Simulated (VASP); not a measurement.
# Al48HO71 (a cell with a defect) in VASP: single point with HSE06

Aim: the single point of Al48HO71 (a cell with a defect) with HSE06.

All numbers are computed with VASP 6.6.1; they aren't measurements. Logs are shortened: lines on timing, memory, paths and dates and some standing lists are left out, and cuts for length are marked.

## Step 1: The cell of the first run

The cell holds a defect, 120 atoms: a = 9.548 Å, b = 9.548 Å, c = 13.014 Å, α = 90.00°, β = 90.00°, γ = 120.00°.

## Step 2: Single point, HSE06

The input, POSCAR:

```
Al48HO71
1.0
    9.5478620000      0.0000000000      0.0000000000
   -4.7739310000      8.2686910000      0.0000000000
    0.0000000000      0.0000000000     13.0135760000
Al O H
48 71 1
Direct
    0.3334420000      0.1662330000      0.1850460000
    0.3347210000      0.6669560000      0.1859120000
    0.8339040000      0.1645180000      0.1845330000
    0.8349500000      0.6664700000      0.1848950000
    0.1672070000      0.3344430000      0.0182340000
    0.1659300000      0.8345460000      0.0178700000
[... 112 lines left out ...]
    0.6641720000      0.9900300000      0.9185720000
    0.7040480000      0.4881360000      0.5481680000
```

The input, INCAR.step1:

```
ALGO = Normal ; EDIFF = 1E-5
ENCUT = 520 ; GGA = PE
GGA_COMPAT = False ; ISIF = 2
ISMEAR = -1 ; ISYM = -1
KPAR = 1 ; LASPH = True
LCHARG = False ; LREAL = Auto
LWAVE = True ; NBANDS = 352
NELECT = 572.0 ; NELM = 120
PREC = Accurate ; SIGMA = 0.05
```

The input, INCAR.step2:

```
ALGO = Normal ; EDIFF = 1E-6
ENCUT = 520 ; GGA = PE
GGA_COMPAT = False ; HFSCREEN = 0.2079
ISIF = 2 ; ISMEAR = -1
ISTART = 1 ; ISYM = -1
KPAR = 1 ; LASPH = True
LCHARG = False ; LHFCALC = True
LREAL = Auto ; LWAVE = False
NBANDS = 352 ; NELECT = 572.0
NELM = 120 ; PREC = Accurate
PRECFOCK = Fast ; SIGMA = 0.05
```

The input, KPOINTS:

```
explicit points
1
Reciprocal
  0.25000000   0.25000000   0.25000000 1
```

Potentials or basis: VASP PAW PBE potentials, release 64 (Al, O, H).

The run is started by

```
cat potpaw_PBE.64/Al/POTCAR potpaw_PBE.64/O/POTCAR potpaw_PBE.64/H/POTCAR > POTCAR
cp INCAR.step1 INCAR
mpirun -np 4 vasp_std > vasp.out
cp INCAR.step2 INCAR
mpirun -np 4 vasp_std > vasp.out
```

OUTCAR:

```text
EDIFF = 1E-6
   ENCUT = 520
   GGA = PE
   HFSCREEN = 0.2079
   ISIF = 2
   ISMEAR = -1
   ISTART = 1
   ISYM = -1
   LASPH = True
   LHFCALC = True
   LREAL = Auto
   NELECT = 572.0
   NELM = 120
   PREC = Accurate
   PRECFOCK = Fast

 ion  position               nearest neighbor table
   1  0.333  0.166  0.185-  61 1.86  49 1.86  59 1.87  53 1.96  88 1.97  65 1.98  41 2.66  23 2.79
                            21 2.80  24 2.80   9 3.21  11 3.23  10 3.24
   2  0.335  0.667  0.186-  50 1.86  62 1.86  60 1.86  89 1.95  54 1.96  66 1.99  42 2.65  24 2.79
                            23 2.81  22 2.81  10 3.22  12 3.23   9 3.25
   3  0.834  0.165  0.185-  63 1.83  51 1.86  57 1.86  55 1.93  67 1.98  90 1.99  43 2.65  21 2.78
                            23 2.80  22 2.82  11 3.19  12 3.24   9 3.24
   4  0.835  0.666  0.185-  64 1.86  52 1.86  58 1.86  56 1.96  91 1.97  68 1.97  44 2.65  22 2.79
                            21 2.80  24 2.81  11 3.19  10 3.22  12 3.24
   5  0.167  0.334  0.018-  90 1.85  54 1.86  65 1.87 104 1.94  80 1.97 116 1.98  45 2.66  41 2.79
                            42 2.80  43 2.80  22 3.21  24 3.23  21 3.24
   6  0.166  0.835  0.018-  91 1.86  53 1.86  66 1.87 105 1.95 117 1.97  81 1.97  46 2.67  42 2.78
                            41 2.80  44 2.80  21 3.22  22 3.23  23 3.24
   7  0.666  0.334  0.018-  56 1.86  88 1.87  67 1.87 118 1.94  82 1.96 106 1.97  47 2.66  43 2.79
                            41 2.80  44 2.81  22 3.22  24 3.23  23 3.23
   8  0.665  0.834  0.022-  89 1.86  68 1.86  55 1.86  83 1.94 107 1.94 119 2.01  48 2.62  44 2.79
                            42 2.82  43 2.82  23 3.20  24 3.21  21 3.22
   9  0.168  0.331  0.315-  61 1.85  57 1.86  50 1.87  76 1.95  72 1.96 100 1.98  13 2.66  18 2.76
                            20 2.79  17 2.80   1 3.21   3 3.24   2 3.25
  10  0.167  0.832  0.315-  62 1.86  58 1.86  49 1.86  77 1.96  73 1.96 101 1.97  14 2.66  17 2.79
                            18 2.79  19 2.79   2 3.22   4 3.22   1 3.24
  11  0.671  0.334  0.309-  52 1.85  63 1.85  59 1.86 102 1.90  78 1.99  74 2.03  15 2.60  20 2.82
                            18 2.82  19 2.84   4 3.19   3 3.19   1 3.23
  12  0.667  0.832  0.316-  60 1.86  64 1.86  51 1.87 103 1.95  79 1.95  75 2.02  16 2.67  19 2.79
                            17 2.80  20 2.81   2 3.23   3 3.24   4 3.24
  13  0.169  0.335  0.520-  96 1.85  94 1.86  70 1.86 100 1.97  76 1.99  72 2.00   9 2.66  39 2.79
                            38 2.80  37 2.81  25 3.24  26 3.26  28 3.28
  14  0.164  0.832  0.519-  97 1.85  69 1.86  95 1.86  77 1.96 101 2.00  73 2.01  10 2.66  40 2.78
                            37 2.81  38 2.81  25 3.20  26 3.21  27 3.24
  15  0.670  0.321  0.509- 120 1.55  98 1.86  74 1.86  92 1.87  78 1.98 102 2.06  11 2.60  39 2.71
                            40 2.77  37 2.80  27 3.21  26 3.24
  16  0.667  0.829  0.521-  99 1.83  93 1.85  71 1.88  75 1.98  79 2.00 103 2.01  12 2.67  38 2.81
                            39 2.81  40 2.88  28 3.11  25 3.22  27 3.26  36 3.34
  17  0.001  0.997  0.353- 103 1.85  77 1.85  72 1.86  49 1.97  64 1.97  57 1.99  21 2.66  10 2.79
                             9 2.80  12 2.80  39 3.19  37 3.24  40 3.29
  18  0.006  0.499  0.348- 102 1.79  73 1.86  76 1.87  50 1.92  58 1.99  63 2.00  22 2.63   9 2.76
                            10 2.79  11 2.82  40 3.20  38 3.22  39 3.28
  19  0.500  0.997  0.351-  74 1.85  79 1.86 101 1.86  62 1.96  51 1.97  59 1.99  23 2.65  12 2.79
                            10 2.79  11 2.84  38 3.22  37 3.24  39 3.26
  20  0.501  0.497  0.353-  78 1.85  75 1.85 100 1.86  61 1.97  60 1.99  52 1.99  24 2.66   9 2.79
                            12 2.81  11 2.82  37 3.21  40 3.21  38 3.26
  21  0.000  1.000  0.148-  91 1.85  65 1.86  55 1.87  57 1.96  49 1.97  64 1.98  17 2.66   3 2.78
                             1 2.80   4 2.80   6 3.22   8 3.22   5 3.24
  22  0.000  0.500  0.146-  90 1.85  56 1.85  66 1.86  63 1.95  58 1.96  50 2.00  18 2.63   4 2.79
                             2 2.81   3 2.82   5 3.21   7 3.22   6 3.23
  23  0.500  0.001  0.148-  89 1.84  67 1.86  53 1.86  59 1.95  62 1.98  51 1.98  19 2.65   1 2.79
                             3 2.80   2 2.81   8 3.20   7 3.23   6 3.24
  24  0.500  0.500  0.148-  68 1.86  88 1.86  54 1.86  52 1.96  60 1.97  61 1.97  20 2.66   2 2.79
[... 118 lines left out ...]
 118  0.666  0.486  0.920-  44 1.85  32 1.88   7 1.94  47 1.99
 119  0.664  0.990  0.919-  43 1.85  31 1.88  48 1.89   8 2.01
 120  0.704  0.488  0.548-  15 1.55  40 1.69

IMPORTANT INFORMATION: All symmetrisations will be switched off!
NOSYMM: (Re-)initialisation of all symmetry stuff for point group C_1.

----------------------------------------------------------------------------------------

                                     Primitive cell

  volume of cell :    1027.4000

  direct lattice vectors                    reciprocal lattice vectors
     9.547862000  0.000000000  0.000000000     0.104735489  0.060469063  0.000000000
    -4.773931000  8.268691000  0.000000000     0.000000000  0.120938127  0.000000000
     0.000000000  0.000000000 13.013576000     0.000000000  0.000000000  0.076842829

  length of vectors
     9.547862000  9.547861962 13.013576000     0.120938126  0.120938127  0.076842829

  position of ions in fractional coordinates (direct lattice)
     0.333442000  0.166233000  0.185046000
     0.334721000  0.666956000  0.185912000
     0.833904000  0.164518000  0.184533000
     0.834950000  0.666470000  0.184895000
     0.167207000  0.334443000  0.018234000
     0.165930000  0.834546000  0.017870000
[... 112 lines left out ...]
     0.664172000  0.990030000  0.918572000
     0.704048000  0.488136000  0.548168000

  ion indices of the primitive-cell ions
   primitive index   ion index
                 1           1
                 2           2
                 3           3
                 4           4
                 5           5
                 6           6
[... 99 lines left out ...]
               106         106
               107         107
   k-points           NKPTS =      1   k-points in BZ     NKDIM =      1   number of bands    NBANDS=    352
   number of dos      NEDOS =    301   number of ions     NIONS =    120
   total plane-waves  NPLWV = 508032
   dimension x,y,z NGX =    72 NGY =   72 NGZ =   98
   dimension x,y,z NGXF=   144 NGYF=  144 NGZF=  196
   ions per type =              48  71   1
   NGX,Y,Z   is equivalent  to a cutoff of  12.54, 12.54, 12.52 a.u.
   NGXF,Y,Z  is equivalent  to a cutoff of  25.07, 25.07, 25.04 a.u.
 SYSTEM =  unknown system
   PREC   = accura    normal or accurate (medium, high low for compatibility)
   ISTART =      1    job   : 0-new  1-cont  2-samecut
   ICHARG =      0    charge: 1-file 2-atom 10-const
   ISPIN  =      1    spin polarized calculation?
   LNONCOLLINEAR =      F non collinear calculations
   LSORBIT =      F    spin-orbit coupling
   LASPH  =      T    aspherical Exc in radial PAW
   ENCUT  =  520.0 eV  38.22 Ry    6.18 a.u.  17.75 17.75 24.20*2*pi/ulx,y,z
   NELM   =    120;   NELMIN=  2; NELMDL=  0     # of ELM steps
   EDIFF  = 0.1E-05   stopping-criterion for ELM
   LREAL  =      T    real-space projection
   EDIFFG = 0.1E-04   stopping-criterion for IOM
   NSW    =      0    number of steps for IOM
   IBRION =     -1    ionic relax: 0-MD 1-quasi-New 2-CG
   NFREE  =      0    steps in history (QN), initial steepest desc. (CG)
   ISIF   =      2    stress and relaxation
   ISYM   =     -1    0-nonsym 1-usesym 2-fastsym
   POTIM  = 0.5000    time-step for ionic-motion
   TEBEG  =    0.0;   TEEND  =   0.0 temperature during run
   PSTRESS=    0.0 pullay stress
   NELECT =     572.0000    total number of electrons
   NUPDOWN=      -1.0000    fix difference up-down
   EMIN   =  10.00;   EMAX   =-10.00  energy-range for DOS
   EFERMI =   0.00;   METHOD = LEGACY
   ISMEAR =    -1;   SIGMA  =   0.05  broadening in eV -4-tet -1-fermi 0-gaus
   EFERMI_NEDOS =   21; number of points for ismear=-14 and -15
   IALGO  =     38    algorithm
   IMIX   =      1    mixing-type and parameters
     AMIX     =   0.40;   BMIX     =  1.00
     AMIX_MAG =   1.60;   BMIX_MAG =  1.00
  volume/ion in A,a.u.               =       8.56        57.78
  Fermi-wavevector in a.u.,A,eV,Ry     =   1.346771  2.545028 24.678129  1.813791
  Thomas-Fermi vector in A             =   2.474576
   LORBIT       =      0    0 simple, 1 ext, 2 COOP (PROOUT), +10 PAW based schemes
   GGA     = PE    functional components
   LHFCALC =     T    Hartree Fock is set to
   PRECFOCK=fast      Normal, Fast or Accurate (Low or Medium for compatibility)
   ENCUT4O =  -1.0   cutoff for four orbital integrals eV
   NKREDX  =     1    reduce k-point grid by
   NKREDY  =     1    reduce k-point grid by
   NKREDZ  =     1    reduce k-point grid by
   AEXX    =    0.2500 exact exchange contribution
   HFSCREEN=    0.2079 screening length (either q_TF or 0.3 A-1)
   HFSCREENC=   0.2079 screening length for correlation (either q_TF or 0.3 A-1)
   ENCUTFOCK=  -1.0 apply spherical cutoff to Coloumb kernel
   IVDW    =     0    specifies the selected vdW correction
   LEPSILON=     F    determine dielectric tensor
   LRPA    =     F    only Hartree local field effects (RPA)
 non-spin polarized calculation
  energy-cutoff  :      520.00
  volume of cell :     1027.40
 maximum number of plane-waves:     27659
 NGX is ok and might be reduce to    70
  NGX = 36; NGY = 36; NGZ = 50

 number of electron     571.9999966 magnetization

 Free energy of the ion-electron system (eV)
  ---------------------------------------------------
  ext. energy  EPLUGINS =         0.00000000
  ---------------------------------------------------
  free energy    TOTEN  =     -1060.58600541 eV

  energy without entropy =    -1060.58600541  energy(sigma->0) =    -1060.58600541

 E-fermi :  11.8468     XC(G=0):  -9.5389

 val. band max:       10.5518670944   @ k =   0.2500   0.2500   0.2500
 cond. band min:      13.5306400347   @ k =   0.2500   0.2500   0.2500
 fundamental gap:      2.9787729403
 Fermi energy:        11.8468172986

 k-point     1 :       0.2500    0.2500    0.2500
  band No.  band energies     occupation
      1     -15.9142      2.00000
      2     -15.6549      2.00000
      3     -15.6316      2.00000
      4     -15.5949      2.00000
      5     -15.3986      2.00000
      6     -15.2826      2.00000
[... 290 lines left out ...]
    297      15.9833      0.00000
    298      16.0259      0.00000
 [bands above 298 left out]

------------------------ aborting loop because EDIFF is reached ----------------------------------------

  FORCE on cell =-STRESS in cart. coord.  units (eV):
  Direction    XX          YY          ZZ          XY          YZ          ZX
  --------------------------------------------------------------------------------------
  -------------------------------------------------------------------------------------
  Total        1.7664798     -2.3002837     19.7480583     -7.9168599      5.8638128     -9.4313857
  in kB        2.7547343     -3.5871739     30.7960797    -12.3459351      9.1443140    -14.7077602
  external PRESSURE =       9.9878801 kB  Pullay stress =       0.0000000 kB

 VOLUME and BASIS-vectors are now :
 -----------------------------------------------------------------------------
  energy-cutoff  :      520.00
  volume of cell :     1027.40
      direct lattice vectors                 reciprocal lattice vectors
     9.547862000  0.000000000  0.000000000     0.104735489  0.060469063  0.000000000
    -4.773931000  8.268691000  0.000000000     0.000000000  0.120938127  0.000000000
     0.000000000  0.000000000 13.013576000     0.000000000  0.000000000  0.076842829

 POSITION                                       TOTAL-FORCE (eV/Angst)
 -----------------------------------------------------------------------------------
      2.39007      1.37453      2.40811         0.003830     -0.002648     -0.018054
      0.01187      5.51485      2.41938         0.009303     -0.001453     -0.018283
      7.17660      1.36035      2.40143         0.002582      0.001367     -0.013558
      4.79031      5.51083      2.40615        -0.002036      0.004687     -0.022183
     -0.00014      2.76541      0.23729         0.004266      0.001617     -0.022890
     -2.39979      6.90060      0.23255         0.000577      0.001546     -0.020399
[... 112 lines left out ...]
      1.61509      8.18625     11.95391         0.019004      0.002116     -0.040582
      4.39183      4.03625      7.13363         0.155403     -0.160146     -0.230075
 -----------------------------------------------------------------------------------
    total drift:                                0.011966     -0.009554      0.004549

  FREE ENERGIE OF THE ION-ELECTRON SYSTEM (eV)
  ---------------------------------------------------
  free  energy   TOTEN  =     -1060.5860054075 eV

  energy  without entropy=    -1060.5860054075  energy(sigma->0) =    -1060.58600541
```

It took 48 min on 4 MPI ranks of Intel Xeon Platinum 8488C (Sapphire Rapids), shared host; peak memory 0.9 GiB.

Results:

```
Free energy   : -1060.5860 eV
Largest force : 0.321 eV/Å
```

Forces on the atoms (eV/Å):
```
Al   0.004 -0.003 -0.018
Al   0.009 -0.001 -0.018
Al   0.003  0.001 -0.014
Al  -0.002  0.005 -0.022
Al   0.004  0.002 -0.023
Al   0.001  0.002 -0.020
Al  -0.012  0.016 -0.034
Al   0.010 -0.021 -0.021
Al  -0.002 -0.007  0.019
Al  -0.001 -0.006  0.021
Al   0.002  0.037  0.024
Al  -0.004  0.009  0.018
Al  -0.007  0.010 -0.012
Al  -0.002  0.001 -0.011
Al   0.001  0.057 -0.004
Al   0.013 -0.001  0.004
Al  -0.006 -0.012 -0.016
Al  -0.027 -0.005 -0.009
Al   0.010 -0.003 -0.016
Al   0.006  0.006 -0.017
Al   0.001  0.002  0.017
Al  -0.012  0.002  0.017
Al  -0.002 -0.004  0.021
Al   0.011  0.001  0.022
Al  -0.002 -0.024 -0.004
Al  -0.022  0.011  0.007
Al   0.003 -0.009  0.016
Al  -0.081  0.014  0.086
Al  -0.014 -0.006 -0.009
Al  -0.009  0.001 -0.032
Al  -0.009  0.000 -0.019
Al   0.033  0.045 -0.059
Al   0.000  0.017  0.014
Al   0.023 -0.006 -0.030
Al  -0.001  0.002 -0.016
Al  -0.145 -0.009  0.067
Al   0.004 -0.002  0.013
Al   0.018  0.006  0.039
Al   0.011 -0.004  0.014
Al   0.034 -0.029 -0.009
Al   0.001  0.005  0.019
Al   0.010  0.001  0.004
Al  -0.006  0.010  0.016
Al  -0.009 -0.004  0.013
Al  -0.002  0.005  0.013
Al  -0.008 -0.010  0.011
Al  -0.025  0.014  0.003
Al   0.032 -0.064 -0.009
O    0.022  0.007 -0.003
O    0.004  0.012  0.024
O    0.018  0.007  0.000
O    0.028 -0.005 -0.010
O    0.009 -0.014 -0.003
O    0.017 -0.017  0.000
O    0.005 -0.014  0.014
O    0.012 -0.025  0.003
O   -0.011  0.014 -0.006
O   -0.025  0.008 -0.006
O   -0.004  0.019 -0.018
O   -0.010  0.021 -0.002
O   -0.011 -0.024  0.004
O   -0.007 -0.018  0.009
O   -0.020 -0.029 -0.025
O   -0.013 -0.017 -0.002
O   -0.018 -0.003 -0.004
O   -0.012 -0.010 -0.018
O   -0.024 -0.001 -0.008
O   -0.026 -0.004 -0.004
O   -0.019 -0.020 -0.011
O    0.007 -0.023 -0.012
O   -0.010 -0.009 -0.001
O    0.009 -0.013  0.004
O    0.021 -0.023 -0.003
O   -0.032  0.011  0.073
O    0.014 -0.041  0.010
O   -0.002  0.001  0.000
O    0.008  0.018 -0.001
O   -0.030  0.007  0.010
O   -0.036  0.009 -0.007
O   -0.013 -0.018  0.012
O   -0.010 -0.015  0.006
O   -0.023 -0.028  0.001
O   -0.046 -0.006  0.037
O    0.015 -0.018  0.011
O    0.023  0.026  0.009
O    0.047 -0.053 -0.001
O   -0.001  0.010  0.007
O    0.009  0.018 -0.001
O    0.016  0.025  0.008
O    0.012  0.025 -0.015
O    0.009  0.025 -0.003
O    0.028 -0.005 -0.030
O    0.003  0.012 -0.030
O    0.019 -0.004 -0.022
O    0.023 -0.015 -0.063
O    0.005  0.019 -0.006
O   -0.014  0.026 -0.012
O   -0.016 -0.004 -0.019
O   -0.048  0.045  0.038
O    0.015  0.000  0.007
O    0.013  0.018  0.003
O    0.052 -0.004 -0.018
O    0.016  0.033 -0.002
O    0.011 -0.010  0.020
O    0.019  0.001  0.018
O    0.025  0.001  0.007
O    0.026 -0.019 -0.002
O   -0.017 -0.002  0.012
O   -0.037 -0.002 -0.001
O   -0.032  0.015  0.017
O    0.004 -0.028  0.034
O    0.015  0.015 -0.006
O    0.014  0.024  0.014
O    0.006  0.014  0.002
O   -0.050  0.105  0.120
O   -0.005  0.021  0.012
O   -0.006  0.020  0.009
O    0.017  0.023  0.032
O    0.019  0.002 -0.041
H    0.155 -0.160 -0.230
```

Levels at points of the mesh, in eV from the Fermi level:
```
           k point  band 283  band 284  band 285  band 286  band 287  band 288  band 289  band 290
(0.25, 0.25, 0.25)     -7.21     -7.07     -6.90     -1.29      1.68      2.10      2.41      2.83
```

Caveat: the cell carries a net charge on a neutralising background, which shifts energy and pressure; the cell is charged against a uniform background, so pressure and absolute levels hang on convention; the PAW data sets were made with another functional, which shifts forces and pressure a little.
